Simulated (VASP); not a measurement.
Here is a VASP 6.6.1 calculation.

The input INCAR:

```
SYSTEM = B
ALGO = Normal ; EDIFF = 1E-6
ENCUT = 520 ; GGA = PE
ISIF = 2 ; ISMEAR = 0
LASPH = .True. ; LCHARG = .True.
LELF = .True. ; LREAL = .False.
LVHAR = .True. ; LWAVE = .False.
NBANDS = 18 ; NELM = 100
PREC = Accurate ; SIGMA = 0.1
```

The input KPOINTS:

```
k-points
0
Gamma
  6 6 2
  0 0 0
```

File POSCAR:

```
B
1.0
    2.4741264900      0.0000000000      0.0000000000
   -1.2370632500      2.1426563900      0.0000000000
    0.0000000000      0.0000000000      8.2844254800
B
6
Direct
    0.0000000000      0.0000000000      0.0000000000
    0.3333333300      0.6666666700      0.1666666700
    0.6666666700      0.3333333300      0.3333333300
    0.3333333300      0.6666666700      0.5000000000
    0.6666666700      0.3333333300      0.6666666700
    0.3333333300      0.6666666700      0.8333333300
```

Potentials or basis: VASP PAW PBE potentials, release 64 (B).

Command:

```console
$ cat potpaw_PBE.64/B/POTCAR > POTCAR
$ mpirun -np 1 vasp_std > vasp.out
```

Predict the largest force.

0.468 eV/Å.

Estimate the pressure.

-19.7 GPa.

Predict the band gap on the k mesh.

zero (bands 9 and 10 overlap by 7.37 eV).

Forces in eV/Å, atoms in the order of the input:
```
B    0.000  0.000  0.000
B    0.000  0.000 -0.468
B    0.000  0.000  0.126
B    0.000  0.000  0.000
B    0.000  0.000 -0.126
B    0.000  0.000  0.468
```

Caveat: the k points lie up to 0.49 Å⁻¹ apart, too coarse for converged energies and pressures of a metal.
